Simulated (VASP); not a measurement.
# MnO (Fm-3m) in VASP: notebook, part 2 of 2

VASP 6.6.1. Earlier steps stand in the parts before.

**5. Single point, PBE, collinear spin, ferromagnetic start**

This run uses another cell than the first one, of 16.28 Å³/atom, 1.480 times its volume.

File INCAR:

```
ALGO     = Normal         # electronic algorithm
EDIFF    = 1E-6           # SCF threshold, eV
ENCUT    = 600            # plane-wave cutoff, eV
GGA      = PE             # functional
GGA_COMPAT= F            
ISIF     = 2              # what is computed and relaxed
ISMEAR   = 1              # smearing method
ISPIN    = 2              # spin polarisation
LASPH    = T              # aspherical terms in the spheres
LCHARG   = F              # write CHGCAR
LMAXMIX  = 4              # l up to which the mixer works
LORBIT   = 11             # projections on sites
LREAL    = F              # projectors in reciprocal space
LWAVE    = F              # write WAVECAR
MAGMOM   = 5 0            # initial moments
NBANDS   = 20             # bands
NELECT   = 19.5         
NELM     = 200            # most SCF steps
PREC     = Accurate       # precision mode
SIGMA    = 0.1            # smearing width, eV
```

File KPOINTS:

```
k-points
0
Gamma
  2 2 2
```

File POSCAR:

```
MnO
1.0
    0.0000000000      2.5343737647      2.5343737647
    2.5343737647      0.0000000000      2.5343737647
    2.5343737647      2.5343737647      0.0000000000
Mn O
1 1
Direct
    0.0000000000      0.0000000000      0.0000000000
    0.5000000000      0.5000000000      0.5000000000
```

Command:

```console
> cat potpaw_PBE.64/Mn_pv/POTCAR potpaw_PBE.64/O/POTCAR > POTCAR
> mpirun -np 1 vasp_std > vasp.out
```

Wall time 10 s (1 thread of Intel Xeon Platinum 8488C (Sapphire Rapids), shared host); peak memory 0.18 GiB.

Results (log left out):

- Free energy: -13.0952 eV
- Net moment: 4.75 μB per cell
- Site moments: Mn +4.35; O +0.20 μB
- Valence electrons inside the program's atomic spheres: Mn 11.28; O 4.91

Levels at points of the mesh, in eV from the Fermi level:
Spin up:
| k point | band 9 | band 10 | band 11 | band 12 | band 13 | band 14 | band 15 | band 16 |
| --- | --- | --- | --- | --- | --- | --- | --- | --- |
| (0.00, 0.00, 0.00) | -2.68 | -2.37 | -2.37 | -2.37 | -1.98 | 12.20 | 13.12 | 13.12 |
| (0.50, 0.00, 0.00) | -2.49 | -2.14 | -0.56 | -0.56 | 2.36 | 4.71 | 8.99 | 8.99 |
| (0.50, 0.50, 0.00) | -2.49 | -2.47 | -2.36 | -2.36 | 2.39 | 5.72 | 8.32 | 9.73 |
Spin down:
| k point | band 5 | band 6 | band 7 | band 8 | band 9 | band 10 | band 11 | band 12 |
| --- | --- | --- | --- | --- | --- | --- | --- | --- |
| (0.00, 0.00, 0.00) | -2.04 | -2.04 | -2.04 | -1.03 | 0.95 | 0.95 | 0.95 | 1.43 |
| (0.50, 0.00, 0.00) | -5.06 | -2.93 | -2.93 | 1.59 | 1.65 | 1.65 | 2.70 | 2.70 |
| (0.50, 0.50, 0.00) | -4.36 | -2.77 | -2.77 | -0.02 | 1.51 | 1.77 | 1.90 | 1.90 |

Caveat: the k points lie up to 1.07 Å⁻¹ apart; the cell carries a net charge on a neutralising background, which shifts energy and pressure; the cell is charged against a uniform background, so pressure and absolute levels hang on convention; a cell with one magnetic atom can't hold antiferromagnetic order, which such compounds often take; semilocal functionals often make such compounds metallic where correlation or magnetic order opens a gap, which also shifts bond lengths.

**6. Single point, BLYP, collinear spin, ferromagnetic start**

File INCAR:

```
SYSTEM = MnO
  PREC = Accurate
  ENCUT = 600
  EDIFF = 1E-6
  ISMEAR = 0
  SIGMA = 0.1
  LREAL = .FALSE.
  LASPH = .TRUE.
  NELM = 200
  ALGO = Normal
  ISIF = 2
  LWAVE = .FALSE.
  LCHARG = .FALSE.
  ISPIN = 2
  MAGMOM = 4.42 0.24
  LORBIT = 11
  LMAXMIX = 4
  GGA = B5
  ALDAX = 1.0
  AGGAX = 1.0
  AGGAC = 1.0
  ALDAC = 0.0
  NBANDS = 20
  ISYM = 0
  GGA_COMPAT = .FALSE.
```

File KPOINTS:

```
Automatic mesh
0
Gamma
  2 2 2
  0 0 0.5
```

File POSCAR:

```
MnO
1.0
    0.0000000000      2.2239077028      2.2239077028
    2.2239077028      0.0000000000      2.2239077028
    2.2239077028      2.2239077028      0.0000000000
Mn O
1 1
Direct
    0.0000000000      0.0000000000      0.0000000000
    0.5000000000      0.5000000000      0.5000000000
```

Potentials or basis: VASP PAW PBE potentials, release 64 (Mn_pv, O).

Command:

```console
> cat potpaw_PBE.64/Mn_pv/POTCAR potpaw_PBE.64/O/POTCAR > POTCAR
> mpirun -np 1 vasp_std > vasp.out
```

OUTCAR:

```text
SYSTEM = MnO
   PREC = Accurate
   ENCUT = 600
   EDIFF = 1E-6
   ISMEAR = 0
   LREAL = .FALSE.
   LASPH = .TRUE.
   NELM = 200
   ISIF = 2
   ISPIN = 2
   LORBIT = 11
   GGA = B5
   ISYM = 0

 ion  position               nearest neighbor table
   1  0.000  0.000  0.000-   2 2.22   2 2.22   2 2.22   2 2.22   2 2.22   2 2.22
   2  0.500  0.500  0.500-   1 2.22   1 2.22   1 2.22   1 2.22   1 2.22   1 2.22

IMPORTANT INFORMATION: All symmetrisations will be switched off!
NOSYMM: (Re-)initialisation of all symmetry stuff for point group C_1.

----------------------------------------------------------------------------------------

                                     Primitive cell

  volume of cell :      21.9979

  direct lattice vectors                    reciprocal lattice vectors
     0.000000000  2.223907703  2.223907703    -0.224829474  0.224829474  0.224829474
     2.223907703  0.000000000  2.223907703     0.224829474 -0.224829474  0.224829474
     2.223907703  2.223907703  0.000000000     0.224829474  0.224829474 -0.224829474

  length of vectors
     3.145080435  3.145080435  3.145080435     0.389416073  0.389416073  0.389416073

  position of ions in fractional coordinates (direct lattice)
     0.000000000  0.000000000  0.000000000
     0.500000000  0.500000000  0.500000000

  ion indices of the primitive-cell ions
   primitive index   ion index
                 1           1
                 2           2

----------------------------------------------------------------------------------------

 KPOINTS: Automatic mesh

Automatic generation of k-mesh.
 Grid dimensions read from file:
 generate k-points for:    2    2    2

 Generating k-lattice:

  Cartesian coordinates                     Fractional coordinates (reciprocal lattice)
    -0.112414737  0.112414737  0.112414737     0.500000000  0.000000000  0.000000000
     0.112414737 -0.112414737  0.112414737     0.000000000  0.500000000  0.000000000
     0.112414737  0.112414737 -0.112414737     0.000000000  0.000000000  0.500000000

  Length of vectors
     0.194708036  0.194708036  0.194708036

[... 89 lines left out ...]
  free energy    TOTEN  =       -15.25930317 eV

  energy without entropy =      -15.25930317  energy(sigma->0) =      -15.25930317

 E-fermi :   7.7068     XC(G=0): -11.2994

 val. band max:        7.0595896954   @ k =   0.2500   0.2500   0.2500
 cond. band min:       8.4409553910   @ k =   0.5000   0.5000   0.2500
 fundamental gap:      1.3813656955
 Fermi energy:         7.7067651723

 spin component 1

 k-point     1 :       0.0000    0.0000    0.2500
  band No.  band energies     occupation
      1     -42.2554      1.00000
      2     -42.2278      1.00000
      3     -42.2278      1.00000
      4     -11.8102      1.00000
      5       1.4457      1.00000
      6       2.6107      1.00000
[... 344 lines left out ...]
      6       1.8300      1.00000
[... 12 lines left out ...]
     19      32.4163      0.00000
     20      32.8617      0.00000
 Fermi energy:         7.7067651723

 spin component 2

 k-point     1 :       0.0000    0.0000    0.2500
  band No.  band energies     occupation
      1     -37.6177      1.00000
      2     -37.5806      1.00000
      3     -37.5806      1.00000
      4     -11.2662      1.00000
      5       2.2599      1.00000
      6       3.7604      1.00000
[... 357 lines left out ...]
     19      33.0463      0.00000
     20      34.0962      0.00000

------------------------ aborting loop because EDIFF is reached ----------------------------------------

  FORCE on cell =-STRESS in cart. coord.  units (eV):
  Direction    XX          YY          ZZ          XY          YZ          ZX
  --------------------------------------------------------------------------------------
  -------------------------------------------------------------------------------------
  Total        1.2560728      1.2560728      1.2560636      0.0000010      0.0000056      0.0000031
  in kB       91.4839961     91.4839973     91.4833267      0.0000728      0.0004104      0.0002239
  external PRESSURE =      91.4837734 kB  Pullay stress =       0.0000000 kB

 VOLUME and BASIS-vectors are now :
 -----------------------------------------------------------------------------
  energy-cutoff  :      600.00
  volume of cell :       22.00
      direct lattice vectors                 reciprocal lattice vectors
     0.000000000  2.223907703  2.223907703    -0.224829474  0.224829474  0.224829474
     2.223907703  0.000000000  2.223907703     0.224829474 -0.224829474  0.224829474
     2.223907703  2.223907703  0.000000000     0.224829474  0.224829474 -0.224829474

 POSITION                                       TOTAL-FORCE (eV/Angst)
 -----------------------------------------------------------------------------------
      0.00000      0.00000      0.00000        -0.000001      0.000001     -0.000001
      2.22391      2.22391      2.22391         0.000001     -0.000001      0.000001
 -----------------------------------------------------------------------------------
    total drift:                                0.000002     -0.000001     -0.000000

  FREE ENERGIE OF THE ION-ELECTRON SYSTEM (eV)
  ---------------------------------------------------
  free  energy   TOTEN  =       -15.2593031734 eV

  energy  without entropy=      -15.2593031734  energy(sigma->0) =      -15.25930317

 total charge

# of ion       s       p       d       tot
------------------------------------------
    1        0.198   6.177   5.014  11.389
    2        1.546   3.451   0.000   4.997
--------------------------------------------------
tot          1.744   9.628   5.014  16.386

 magnetization (x)

# of ion       s       p       d       tot
------------------------------------------
    1        0.017   0.025   4.417   4.458
    2        0.030   0.265   0.000   0.295
--------------------------------------------------
tot          0.046   0.290   4.417   4.753
```

OSZICAR:

```text
N       E                     dE             d eps       ncg     rms          rms(c)
DAV:   1     0.185912421273E+03    0.18591E+03   -0.11335E+04  1280   0.124E+03
DAV:   2    -0.779034011350E+01   -0.19370E+03   -0.17973E+03  1304   0.347E+02
DAV:   3    -0.177275166782E+02   -0.99372E+01   -0.98531E+01  1400   0.846E+01
DAV:   4    -0.178070127897E+02   -0.79496E-01   -0.79474E-01  1504   0.776E+00
DAV:   5    -0.178077177882E+02   -0.70500E-03   -0.70499E-03  1364   0.727E-01    0.146E+01
DAV:   6    -0.153647030559E+02    0.24430E+01   -0.86479E+00  1936   0.308E+01    0.126E+01
DAV:   7    -0.152738989508E+02    0.90804E-01   -0.95565E-01  1344   0.124E+01    0.765E+00
DAV:   8    -0.152639925618E+02    0.99064E-02   -0.11561E-01  1440   0.257E+00    0.448E+00
DAV:   9    -0.152588709210E+02    0.51216E-02   -0.16153E-02  1316   0.149E+00    0.578E-01
DAV:  10    -0.152592701048E+02   -0.39918E-03   -0.24653E-03  1368   0.468E-01    0.133E-01
DAV:  11    -0.152592593749E+02    0.10730E-04   -0.99504E-05  1412   0.118E-01    0.575E-02
DAV:  12    -0.152592947824E+02   -0.35408E-04   -0.33025E-05  1292   0.442E-02    0.267E-02
DAV:  13    -0.152593029541E+02   -0.81717E-05   -0.74005E-06  1372   0.205E-02    0.468E-03
DAV:  14    -0.152593031734E+02   -0.21938E-06   -0.34591E-07  1088   0.579E-03
   1 F= -.15259303E+02 E0= -.15259303E+02  d E =-.962570E-20  mag=     5.0000
```

Wall time 25 s (1 thread of Intel Xeon Platinum 8488C (Sapphire Rapids), shared host); peak memory 0.17 GiB.

What came out:

```
Free energy                                           : -15.2593 eV
Pressure                                              : 9.1 GPa
Band gap on the k mesh                                : 1.38 eV, indirect (least direct gap 1.41 eV)
Net moment                                            : 5.00 μB per cell
Site moments                                          : Mn +4.46; O +0.29 μB
Valence electrons inside the program's atomic spheres : Mn 11.39; O 5.00
```

Caveat: the k points lie up to 1.22 Å⁻¹ apart; the PAW data sets were made with another functional, which shifts forces and pressure a little; a cell with one magnetic atom can't hold antiferromagnetic order, which such compounds often take. As with any semilocal functional, this BLYP gap is likely too small.
